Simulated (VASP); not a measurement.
Write the native input for VASP 6.6.1 that does the following.

* Task: relaxation of cell and atoms
* Functional: PBEsol
* Potentials or basis: VASP PAW PBE potentials, release 64 (Mn_pv, O)
* Cutoff: 600 eV
* k mesh: 11 × 11 × 6
* Occupations: fermi-dirac, width 0.05 eV
* Spin: collinear spin, ferromagnetic start
* Starting moments: [4.0, 0.0, 0.0] μB
* Target pressure: 10 GPa
* Dipole correction: no
* Further INCAR settings: ALGO = Normal; EDIFF = 1e-07; IBRION = 2; EDIFFG = -0.01; NSW = 80; ISIF = 3

The structure of MnO2 lies in POSCAR:

```
MnO2
1.0
    2.8565781804      0.0000000000      0.0000000000
   -1.4282890902      2.4738692722      0.0000000000
    0.0000000000      0.0000000000      4.6013740589
Mn O
1 2
Direct
    0.0000000000      0.0000000000      0.5000000000
    0.3333333333      0.6666666667      0.7062925700
    0.6666666667      0.3333333333      0.2937074300
```

One way to write it, as run:

INCAR

```
SYSTEM = MnO2
ALGO = Normal
EDIFF = 1E-7
EDIFFG = -0.01
ENCUT = 600
GGA = PS
IBRION = 2
ISIF = 3
ISMEAR = -1
ISPIN = 2
LASPH = .TRUE.
LCHARG = .FALSE.
LMAXMIX = 4
LORBIT = 11
LREAL = .FALSE.
LWAVE = .FALSE.
MAGMOM = 4 0 0
NELM = 150
NSW = 80
PREC = Accurate
PSTRESS = 100.0
SIGMA = 0.05
```

KPOINTS

```
k-points
0
G
  11 11 6
  0 0 0
```

Potentials or basis: VASP PAW PBE potentials, release 64 (Mn_pv, O).

Launch:

```console
$ cat potpaw_PBE.64/Mn_pv/POTCAR potpaw_PBE.64/O/POTCAR > POTCAR
$ mpirun -np 1 vasp_std > vasp.out
```

It gave:

The relaxed volume is 9.23 Å³/atom and the relaxed cell is a = 2.809 Å, b = 2.809 Å, c = 4.055 Å, α = 90.00°, β = 90.00°, γ = 120.00°. The space group after relaxing (to 0.1 Å) is P-3m1 (No. 164). The energy change on relaxing (the run minimises the enthalpy) is +35.7 meV/atom. The ionic steps are 12 and the pressure after relaxing is 10.0 GPa. The largest force after relaxing is 0.004 eV/Å. The band gap on the k mesh is 0.42 eV (least direct gap 0.52 eV), the net moment is 3.00 μB per cell and the site moments are Mn +2.79; O +0.06 μB. The valence electrons inside the program's atomic spheres are Mn 11.88; O 5.00.

Caveat: the cell is relaxed towards a set pressure, so the run minimises the enthalpy, not the energy; the PAW data sets were made with another functional, which shifts forces and pressure a little; an odd mesh through Γ misses points on the zone boundary, where band edges can lie; a cell with one magnetic atom can't hold antiferromagnetic order, which such compounds often take.

Run time: 21 min on 1 thread of Intel Xeon 8259CL, on a shared host, peak memory 0.26 GiB.
